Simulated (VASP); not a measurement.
A run of VASP 6.6.1:

INCAR

```
SYSTEM = Os
PREC     = Accurate       ! precision mode
ENCUT    = 520            ! plane-wave cutoff, eV
EDIFF    = 1E-6           ! SCF threshold, eV
ISMEAR   = -1             ! smearing method
SIGMA    = 0.1            ! smearing width, eV
LREAL    = .FALSE.        ! projectors in reciprocal space
LASPH    = .TRUE.         ! aspherical terms in the spheres
NELM     = 80             ! most SCF steps
ALGO     = Normal         ! electronic algorithm
ISIF     = 2              ! what is computed and relaxed
LWAVE    = .FALSE.        ! write WAVECAR
LCHARG   = .FALSE.        ! write CHGCAR
GGA      = RP             ! functional
ISYM     = 0            
NBANDS   = 15             ! bands
```

Contents of KPOINTS:

```
Automatic mesh
0
G
  14 14 9
  0 0 0
```

Contents of POSCAR:

```
Os
1.0
   -3.0684801585      2.6446437042      1.3669549409
    2.6446437042     -3.0684801585      1.3669549409
    2.3285431751      2.3285431751     -2.1432121831
Os
2
Direct
    0.9795764722      0.0204235278      1.0000000000
    0.7704235278      0.2295764722      0.5000000000
```

Potentials or basis: VASP PAW PBE potentials, release 64 (Os).

The run is started by

```sh
$ cat potpaw_PBE.64/Os/POTCAR > POTCAR
$ mpirun -np 1 vasp_std > vasp.out
```

Hardware: 1 thread of Intel Xeon 6975P-C (shared host).

Q: How long does it take, and how much memory?

A: Wall time 8.7 min on 1 thread of Intel Xeon 6975P-C, on a shared host, peak memory 0.48 GiB. Counts: scf iterations 14, k points 884.
